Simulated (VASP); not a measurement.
Input of a VASP 6.6.1 run:

The input INCAR:

```
SYSTEM = SiC
  PREC = Accurate
  ENCUT = 520
  EDIFF = 1E-6
  ISMEAR = -1
  SIGMA = 0.02
  LREAL = .FALSE.
  LASPH = .TRUE.
  NELM = 100
  ALGO = Normal
  ISIF = 2
  LWAVE = .FALSE.
  LCHARG = .TRUE.
  LELF = .TRUE.
  LVHAR = .TRUE.
  NBANDS = 26
```

Contents of KPOINTS:

```
Automatic mesh
0
G
  8 5 5
  0 0 0
```

POSCAR

```
SiC
1.0
   -1.5281915527      2.6469054130      0.0000000000
    0.0000000000      0.0000000000      5.0156571925
    4.5845746582      2.6469054130      0.0000000000
Si C
4 4
Direct
    0.5000000000      0.0000912680      0.1666666670
    0.0000000000      0.0000912680      0.6666666670
    0.0000000000      0.5000912680      0.3333333330
    0.5000000000      0.5000912680      0.8333333330
    0.5000000000      0.3759087320      0.1666666670
    0.0000000000      0.3759087320      0.6666666670
    0.0000000000      0.8759087320      0.3333333330
    0.5000000000      0.8759087320      0.8333333330
```

Potentials or basis: VASP PAW LDA potentials, release 64 (Si, C).

The run is started by

```sh
$ cat potpaw_LDA.64/Si/POTCAR potpaw_LDA.64/C/POTCAR > POTCAR
$ mpirun -np 1 vasp_std > vasp.out
```

Q: What does it give for the pressure?

A: 0.4 GPa.

Q: What does it give for the band gap on the k mesh?

A: 2.18 eV.

A k mesh can miss the band edges.
